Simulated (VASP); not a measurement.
# CsPbCl3 (Pm-3m) in VASP: notebook

Runs on CsPbCl3. Level: PBEsol. Tasks: single point, relaxation of cell and atoms.

Everything below comes from runs of VASP 6.6.1. Logs are shortened: lines on timing, memory, paths and dates and some standing lists are left out, and cuts for length are marked.

## (1) The cell of the first run

Symmetry: Pm-3m, No. 221, cubic system. The conventional cell has a = 5.624 Å, b = 5.624 Å, c = 5.624 Å, α = 90.00°, β = 90.00°, γ = 90.00°. Cs (site symmetry m-3m) has 12 Cl at 3.98 Å and 8 Pb at 4.87 Å within 5.2 Å. Within 3.7 Å of Pb (site symmetry m-3m) lie 6 Cl at 2.81 Å. Cl (site symmetry 4/mmm) has 2 Pb at 2.81 Å within 3.7 Å.

## (2) Single point, PBEsol

File INCAR:

```
SYSTEM = CsPbCl3
PREC = Accurate ; ENCUT = 520
EDIFF = 1E-7 ; ISMEAR = -1
SIGMA = 0.1 ; LREAL = .False.
LASPH = .True. ; NELM = 80
ALGO = Normal ; ISIF = 2
LWAVE = .False. ; LCHARG = .False.
GGA = PS ; NBANDS = 30
```

File KPOINTS:

```
regular mesh
0
Gamma
  4 4 4
  0 0 0
```

File POSCAR:

```
CsPbCl3
1.0
    5.6244632013      0.0000000000      0.0000000000
    0.0000000000      5.6244632013      0.0000000000
    0.0000000000      0.0000000000      5.6244632013
Cs Pb Cl
1 1 3
Direct
    0.0000000000      0.0000000000      0.0000000000
    0.5000000000      0.5000000000      0.5000000000
    0.5000000000      0.5000000000      0.0000000000
    0.0000000000      0.5000000000      0.5000000000
    0.5000000000      0.0000000000      0.5000000000
```

Potentials or basis: VASP PAW PBE potentials, release 64 (Cs_sv, Pb_d, Cl).

Launch:

```bash
$ cat potpaw_PBE.64/Cs_sv/POTCAR potpaw_PBE.64/Pb_d/POTCAR potpaw_PBE.64/Cl/POTCAR > POTCAR
$ mpirun -np 1 vasp_std > vasp.out
```

OUTCAR:

```text
SYSTEM = CsPbCl3
   PREC = Accurate
   ENCUT = 520
   EDIFF = 1E-7
   ISMEAR = -1
   LREAL = .False.
   LASPH = .True.
   NELM = 80
   ISIF = 2
   GGA = PS

 ion  position               nearest neighbor table
   1  0.000  0.000  0.000-
   2  0.500  0.500  0.500-   3 2.81   4 2.81   5 2.81   3 2.81   5 2.81   4 2.81
   3  0.500  0.500  0.000-   2 2.81   2 2.81
   4  0.000  0.500  0.500-   2 2.81   2 2.81
   5  0.500  0.000  0.500-   2 2.81   2 2.81

  LATTYP: Found a simple cubic cell.
 ALAT       =     5.6244632013

  Lattice vectors:

 A1 = (   5.6244632013,   0.0000000000,   0.0000000000)
 A2 = (   0.0000000000,   5.6244632013,   0.0000000000)
 A3 = (   0.0000000000,   0.0000000000,   5.6244632013)

Analysis of symmetry for initial positions (statically):
=====================================================================
 Subroutine PRICEL returns:
 Original cell was already a primitive cell.

 Routine SETGRP: Setting up the symmetry group for a
 simple cubic supercell.

 Subroutine GETGRP returns: Found 48 space group operations
 (whereof 48 operations were pure point group operations)
 out of a pool of 48 trial point group operations.

The static configuration has the point symmetry O_h .

Analysis of symmetry for dynamics (positions and initial velocities):
=====================================================================
 Subroutine PRICEL returns:
 Original cell was already a primitive cell.

 Routine SETGRP: Setting up the symmetry group for a
 simple cubic supercell.

 Subroutine GETGRP returns: Found 48 space group operations
 (whereof 48 operations were pure point group operations)
 out of a pool of 48 trial point group operations.

The dynamic configuration has the point symmetry O_h .

 Subroutine INISYM returns: Found 48 space group operations
 (whereof 48 operations are pure point group operations),
 and found     1 'primitive' translations

----------------------------------------------------------------------------------------

                                     Primitive cell

  volume of cell :     177.9276

  direct lattice vectors                    reciprocal lattice vectors
     5.624463201  0.000000000  0.000000000     0.177794745  0.000000000  0.000000000
[... 73 lines left out ...]
   LSORBIT =      F    spin-orbit coupling
   LASPH  =      T    aspherical Exc in radial PAW
   ENCUT  =  520.0 eV  38.22 Ry    6.18 a.u.  10.46 10.46 10.46*2*pi/ulx,y,z
   NELM   =     80;   NELMIN=  2; NELMDL= -5     # of ELM steps
   EDIFF  = 0.1E-06   stopping-criterion for ELM
   LREAL  =      F    real-space projection
   EDIFFG = 0.1E-05   stopping-criterion for IOM
   NSW    =      0    number of steps for IOM
   IBRION =     -1    ionic relax: 0-MD 1-quasi-New 2-CG
   NFREE  =      0    steps in history (QN), initial steepest desc. (CG)
   ISIF   =      2    stress and relaxation
   ISYM   =      2    0-nonsym 1-usesym 2-fastsym
   POTIM  = 0.5000    time-step for ionic-motion
   TEBEG  =    0.0;   TEEND  =   0.0 temperature during run
   PSTRESS=    0.0 pullay stress
   NELECT =      44.0000    total number of electrons
   NUPDOWN=      -1.0000    fix difference up-down
   EMIN   =  10.00;   EMAX   =-10.00  energy-range for DOS
   EFERMI =   0.00;   METHOD = LEGACY
   ISMEAR =    -1;   SIGMA  =   0.10  broadening in eV -4-tet -1-fermi 0-gaus
   EFERMI_NEDOS =   21; number of points for ismear=-14 and -15
   IALGO  =     38    algorithm
   IMIX   =      4    mixing-type and parameters
     AMIX     =   0.40;   BMIX     =  1.00
     AMIX_MAG =   1.60;   BMIX_MAG =  1.00
  volume/ion in A,a.u.               =      35.59       240.14
  Fermi-wavevector in a.u.,A,eV,Ry     =   1.027570  1.941825 14.366386  1.055900
  Thomas-Fermi vector in A             =   2.161521
   LORBIT       =      0    0 simple, 1 ext, 2 COOP (PROOUT), +10 PAW based schemes
   GGA     = PS    functional components
   LHFCALC =     F    Hartree Fock is set to
   AEXX    =    0.0000 exact exchange contribution
   IVDW    =     0    specifies the selected vdW correction
   LEPSILON=     F    determine dielectric tensor
   LRPA    =     F    only Hartree local field effects (RPA)
 non-spin polarized calculation
  energy-cutoff  :      520.00
  volume of cell :      177.93
 maximum number of plane-waves:      4828
 NGX is ok and might be reduce to    42
   NGX = 21   NGY = 21   NGZ = 21

 number of electron      44.0000011 magnetization

 Free energy of the ion-electron system (eV)
  ---------------------------------------------------
  ext. energy  EPLUGINS =         0.00000000
  ---------------------------------------------------
  free energy    TOTEN  =       -18.35946938 eV

  energy without entropy =      -18.35945689  energy(sigma->0) =      -18.35946313

 E-fermi :   2.4412     XC(G=0):  -7.9621

 val. band max:        1.5822350273   @ k =   0.5000   0.5000   0.5000
 cond. band min:       3.4298239237   @ k =   0.5000   0.5000   0.5000
 fundamental gap:      1.8475888964
 Fermi energy:         2.4411753746

 k-point     1 :       0.0000    0.0000    0.0000
  band No.  band energies     occupation
      1     -19.7092      2.00000
      2     -15.1472      2.00000
      3     -15.1472      2.00000
      4     -14.9091      2.00000
      5     -14.9091      2.00000
      6     -14.9091      2.00000
[... 319 lines left out ...]
     29       7.1420      0.00000
     30       8.3914      0.00000

------------------------ aborting loop because EDIFF is reached ----------------------------------------

  FORCE on cell =-STRESS in cart. coord.  units (eV):
  Direction    XX          YY          ZZ          XY          YZ          ZX
  --------------------------------------------------------------------------------------
  -------------------------------------------------------------------------------------
  Total       -0.0254350     -0.0254350     -0.0254350     -0.0000000     -0.0000000      0.0000000
  in kB       -0.2290331     -0.2290331     -0.2290331     -0.0000000     -0.0000000      0.0000000
  external PRESSURE =      -0.2290331 kB  Pullay stress =       0.0000000 kB

 VOLUME and BASIS-vectors are now :
 -----------------------------------------------------------------------------
  energy-cutoff  :      520.00
  volume of cell :      177.93
      direct lattice vectors                 reciprocal lattice vectors
     5.624463201  0.000000000  0.000000000     0.177794745  0.000000000  0.000000000
     0.000000000  5.624463201  0.000000000     0.000000000  0.177794745  0.000000000
     0.000000000  0.000000000  5.624463201     0.000000000  0.000000000  0.177794745

 POSITION                                       TOTAL-FORCE (eV/Angst)
 -----------------------------------------------------------------------------------
      0.00000      0.00000      0.00000         0.000000      0.000000      0.000000
      2.81223      2.81223      2.81223         0.000000      0.000000      0.000000
      2.81223      2.81223      0.00000         0.000000      0.000000      0.000000
      0.00000      2.81223      2.81223         0.000000      0.000000      0.000000
      2.81223      0.00000      2.81223         0.000000      0.000000      0.000000
 -----------------------------------------------------------------------------------
    total drift:                                0.000000     -0.000000     -0.000000

  FREE ENERGIE OF THE ION-ELECTRON SYSTEM (eV)
  ---------------------------------------------------
  free  energy   TOTEN  =       -18.3594693793 eV

  energy  without entropy=      -18.3594568868  energy(sigma->0) =      -18.35946313
```

Wall time 46 s (1 thread of Intel Xeon Platinum 8259CL at 2.50GHz (Skylake/Cascade Lake), shared host); peak memory 0.27 GiB.

What came out:

```
Free energy            : -18.3595 eV
Pressure               : 0.0 GPa
Band gap on the k mesh : 1.85 eV
```

Levels at points of the mesh, in eV from the valence-band top:
| k point | band 19 | band 20 | band 21 | band 22 | band 23 | band 24 | band 25 | band 26 |
| --- | --- | --- | --- | --- | --- | --- | --- | --- |
| (0.00, 0.00, 0.00) | -2.56 | -2.45 | -2.45 | -2.45 | 3.26 | 4.28 | 4.28 | 5.17 |
| (0.50, 0.00, 0.00) | -2.66 | -2.56 | -2.56 | -1.65 | 2.94 | 4.64 | 5.19 | 5.26 |
| (0.50, 0.50, 0.00) | -2.75 | -2.68 | -2.14 | -0.80 | 2.44 | 2.44 | 4.86 | 5.36 |
| (0.50, 0.50, 0.50) | -2.13 | -2.13 | -2.13 | 0.00 | 1.85 | 1.85 | 1.85 | 5.04 |

Caveat: the PAW data sets were made with another functional, which shifts forces and pressure a little; spin-orbit coupling is left out, which moves the levels of the heavy elements. Expect the measured gap to be larger: semilocal functionals such as PBEsol lack the derivative discontinuity.

## (3) Relaxation of cell and atoms, PBEsol

This run uses another cell than the first one, of 34.70 Å³/atom.

File INCAR:

```
SYSTEM = CsPbCl3
PREC = Accurate ; ENCUT = 600
EDIFF = 1E-6 ; ISMEAR = -1
SIGMA = 0.1 ; LREAL = .FALSE.
LASPH = .TRUE. ; NELM = 80
ALGO = Normal ; ISIF = 3
LWAVE = .FALSE. ; LCHARG = .FALSE.
GGA = PS ; IBRION = 2
NSW = 60 ; EDIFFG = -0.01
```

File KPOINTS:

```
regular mesh
0
G
  3 3 3
  0 0 0
```

POSCAR, as its differences from that of step 2:

```diff
@@ -2,5 +2,5 @@
 1.0
-    5.6244632013      0.0000000000      0.0000000000
-    0.0000000000      5.6244632013      0.0000000000
-    0.0000000000      0.0000000000      5.6244632013
+    5.5773270000      0.0000000000      0.0000000000
+    0.0000000000      5.5773270000      0.0000000000
+    0.0000000000      0.0000000000      5.5773270000
 Cs Pb Cl
```

Potentials or basis: VASP PAW PBE potentials, release 64 (Cs_sv, Pb_d, Cl).

Launch:

```bash
$ cat potpaw_PBE.64/Cs_sv/POTCAR potpaw_PBE.64/Pb_d/POTCAR potpaw_PBE.64/Cl/POTCAR > POTCAR
$ mpirun -np 1 vasp_std > vasp.out
```

It took 57 s on 1 thread of Intel Xeon Platinum 8259CL at 2.50GHz (Skylake/Cascade Lake), shared host; peak memory 0.34 GiB.

The run converged. Its results:

| Property | Result |
| --- | --- |
| Free energy | -18.4840 eV |
| Relaxed volume | 35.05 Å³/atom |
| Relaxed cell | a = 5.596 Å, b = 5.596 Å, c = 5.596 Å, α = 90.00°, β = 90.00°, γ = 90.00° |
| Space group after relaxing (to 0.1 Å) | Pm-3m (No. 221) |
| Energy gained by relaxing | 0.3 meV/atom |
| Ionic steps | 3 |
| Pressure after relaxing | 0.0 GPa |
| Band gap on the k mesh | 4.19 eV |

The path:
```csv
step,energy change (eV),largest force (eV/Å),pressure (GPa),volume (Å³)
1,0.0000,0.0000,0.26,173.49
2,-0.0015,0.0000,0.05,174.93
3,-0.0015,0.0000,0.01,175.23
```

Final structure:
```cif
data_structure
_symmetry_space_group_name_H-M 'P 1'
_symmetry_Int_Tables_number 1
_cell_length_a 5.5959
_cell_length_b 5.5959
_cell_length_c 5.5959
_cell_angle_alpha 90.000
_cell_angle_beta 90.000
_cell_angle_gamma 90.000
_cell_volume 175.23
loop_
_atom_site_label
_atom_site_type_symbol
_atom_site_fract_x
_atom_site_fract_y
_atom_site_fract_z
_atom_site_occupancy
Cs1 Cs 0.00000 0.00000 0.00000 1
Pb1 Pb 0.50000 0.50000 0.50000 1
Cl1 Cl 0.50000 0.50000 0.00000 1
Cl2 Cl 0.00000 0.50000 0.50000 1
Cl3 Cl 0.50000 0.00000 0.50000 1
```

Levels at points of the mesh, in eV from the valence-band top:
```
           k point  band 19  band 20  band 21  band 22  band 23  band 24  band 25  band 26
(0.00, 0.00, 0.00)    -1.37    -1.25    -1.25    -1.25     4.51     5.49     5.49     6.40
```

Caveat: the PAW data sets were made with another functional, which shifts forces and pressure a little; spin-orbit coupling is left out, which moves the levels of the heavy elements; an odd mesh through Γ misses points on the zone boundary, where band edges can lie. As with any semilocal functional, this PBEsol gap is likely too small.

[end of part 1 of 2]
